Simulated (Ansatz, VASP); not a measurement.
Zn3S: VASP beside Ansatz

```
Zn S
1.0
     4.03820    0.00000    0.00000
     0.00000    4.03820    0.00000
     0.00000    0.00000    4.03820
Zn S
3 1
Direct
  0.00000 0.50000 0.50000
  0.50000 0.00000 0.50000
  0.50000 0.50000 0.00000
  0.00000 0.00000 0.00000
```

Alike in both runs: task relaxation of cell and atoms; functional PBE; k mesh 12 × 12 × 12; occupations gaussian, width 0.1 eV; no spin polarisation.

```csv
,VASP,Ansatz
version,VASP 6.6.1,Ansatz 0.2.0
potentials or method,"VASP PAW PBE potentials, release 64 (Zn, S), cutoff 600 eV","scalar-relativistic, plane waves, PAW"
valence electrons in the cell,42,42
```

```tsv
	VASP	Ansatz	Ansatz less VASP
gap on the k mesh at the Fermi level, each at its own relaxed structure (eV)	none	none	-
relaxed volume (Å³/atom)	16.58	16.57	-0.017
relaxed length of the cell vector where the two differ most in proportion (Å)	4.048	4.047	-0.0014
```

A gap of «none» marks a metal or a gap that the smearing closes.
